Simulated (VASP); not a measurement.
Here is a VASP 6.6.1 calculation.

The input INCAR:

```
SYSTEM = AlN
ALGO = Normal
EDIFF = 1E-6
ENCUT = 520
GGA = PS
ISIF = 2
ISMEAR = 0
LASPH = .TRUE.
LCHARG = .TRUE.
LELF = .TRUE.
LREAL = .FALSE.
LVHAR = .TRUE.
LWAVE = .FALSE.
NBANDS = 16
NELM = 60
PREC = Accurate
SIGMA = 0.01
```

Contents of KPOINTS:

```
k-points
0
G
  9 9 6
  0 0 0
```

Contents of POSCAR:

```
AlN
1.0
    3.0943513468      0.0000000000      0.0000000000
   -1.5471756734      2.6797868746      0.0000000000
    0.0000000000      0.0000000000      4.9453422933
Al N
2 2
Direct
    0.3333333333      0.6666666667     -0.0012008852
    0.6666666667      0.3333333333      0.4987991148
    0.3333333333      0.6666666667      0.3812008852
    0.6666666667      0.3333333333      0.8812008852
```

Potentials or basis: VASP PAW PBE potentials, release 64 (Al, N).

The run is started by

```sh
$ cat potpaw_PBE.64/Al/POTCAR potpaw_PBE.64/N/POTCAR > POTCAR
$ mpirun -np 1 vasp_std > vasp.out
```

Question: What does it give for the band gap on the k mesh?

Answer: 4.28 eV, direct.

Question: Estimate the pressure.

Answer: 4.2 GPa.

Caveat: the PAW data sets were made with another functional, which shifts forces and pressure a little. A k mesh can miss the band edges.
